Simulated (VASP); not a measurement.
Wanted: the native input for a VASP 6.6.1 run.

- Task: relaxation of cell and atoms
- Functional: PBEsol
- Potentials or basis: VASP PAW PBE potentials, release 64 (Sn_d)
- Cutoff: 500 eV
- k mesh: 15 × 15 × 15
- Occupations: gaussian, width 0.15 eV
- Spin: no spin polarisation
- Dipole correction: no
- Further INCAR settings: ALGO = Normal; EDIFF = 1e-07; IBRION = 2; EDIFFG = -0.01; NSW = 100; ISIF = 3

The structure of Sn lies in POSCAR:

```
Sn
1.0
   -1.8289851493      1.9094998554      1.8832405702
    1.8665942890     -1.8458980203      1.8572478747
    1.8504373365      1.8673502074     -1.8196387350
Sn
1
Direct
    0.0000000000      0.0000000000      0.0000000000
```

One way to write it, as run:

INCAR

```
ALGO = Normal ; EDIFF = 1E-7
EDIFFG = -0.01 ; ENCUT = 500
GGA = PS ; GGA_COMPAT = False
IBRION = 2 ; ISIF = 3
ISMEAR = 0 ; LASPH = True
LCHARG = False ; LREAL = False
LWAVE = False ; NELM = 120
NELMIN = 4 ; NSW = 100
PREC = Accurate ; SIGMA = 0.15
```

KPOINTS

```
k-points
0
Gamma
  15 15 15
```

Potentials or basis: VASP PAW PBE potentials, release 64 (Sn_d).

The run is started by

```sh
$ cat potpaw_PBE.64/Sn_d/POTCAR > POTCAR
$ mpirun -np 1 vasp_std > vasp.out
```

It gave:

| Item | Value |
| --- | --- |
| Relaxed volume | 26.20 Å³/atom |
| Relaxed cell | a = 3.254 Å, b = 3.254 Å, c = 3.253 Å, α = 116.70°, β = 106.08°, γ = 105.87° |
| Space group after relaxing (to 0.1 Å) | I4/mmm (No. 139) |
| Energy gained by relaxing | 13.0 meV/atom |
| Ionic steps | 29 |
| Pressure after relaxing | 0.0 GPa |
| Band gap on the k mesh | zero (bands 7 and 8 overlap by 9.88 eV) |

Caveat: the PAW data sets were made with another functional, which shifts forces and pressure a little; spin-orbit coupling is left out, which moves the levels of the heavy elements.

Run time: 32 min on 1 thread of Intel(R) Xeon(R) 6975P-C (Granite Rapids), with other jobs on the host, peak memory 0.7 GiB.
